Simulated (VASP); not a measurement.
Wanted: the native input for a VASP 6.6.1 run.

```yaml
Task: electric field gradients
Functional: PBE
Potentials_or_basis: VASP PAW PBE potentials, release 64 (Cu, I)
Cutoff: 520 eV
k_mesh: 9 × 9 × 9
Occupations: fermi-dirac, width 0.03 eV
Spin: non-collinear spin, zero start, spin-orbit coupling
Starting_moments: "[[0.0, 0.0, 0.0], [0.0, 0.0, 0.0]] μB"
Dipole_correction: no
Further_INCAR_settings: ALGO = Normal; EDIFF = 1e-08; NBANDS = 30
```

The structure of CuI lies in POSCAR:

```
CuI
1.0
    0.0000000000      3.0315000000      3.0315000000
    3.0315000000      0.0000000000      3.0315000000
    3.0315000000      3.0315000000      0.0000000000
Cu I
1 1
Direct
    0.7500000000      0.7500000000      0.7500000000
    0.0000000000      0.0000000000      0.0000000000
```

These files were run (other wordings do the same):

INCAR

```
ALGO = Normal
EDIFF = 1E-8
ENCUT = 520
GGA = PE
GGA_COMPAT = F
ISIF = 2
ISMEAR = -1
LASPH = T
LCHARG = F
LEFG = T
LMAXMIX = 4
LORBIT = 11
LORBMOM = T
LREAL = F
LSORBIT = T
LWAVE = F
MAGMOM = 0 0 0 0 0 0
NBANDS = 30
NELM = 150
PREC = Accurate
SIGMA = 0.03
```

KPOINTS

```
k-points
0
Gamma
  9 9 9
```

Potentials or basis: VASP PAW PBE potentials, release 64 (Cu, I).

Command:

```sh
$ cat potpaw_PBE.64/Cu/POTCAR potpaw_PBE.64/I/POTCAR > POTCAR
$ mpirun -np 1 vasp_ncl > vasp.out
```

Results of the run:

- Pressure: 0.4 GPa
- Net moment: 0.00 μB per cell
- Valence electrons inside the program's atomic spheres: Cu 9.92; I 4.31

Caveat: without QUAD_EFG the Cq values of the log hold for a quadrupole moment of 1 mb, not for the nuclei.

It took 9.1 min on 1 thread of AMD EPYC 7R13, with other jobs on the host, peak memory 0.36 GiB.
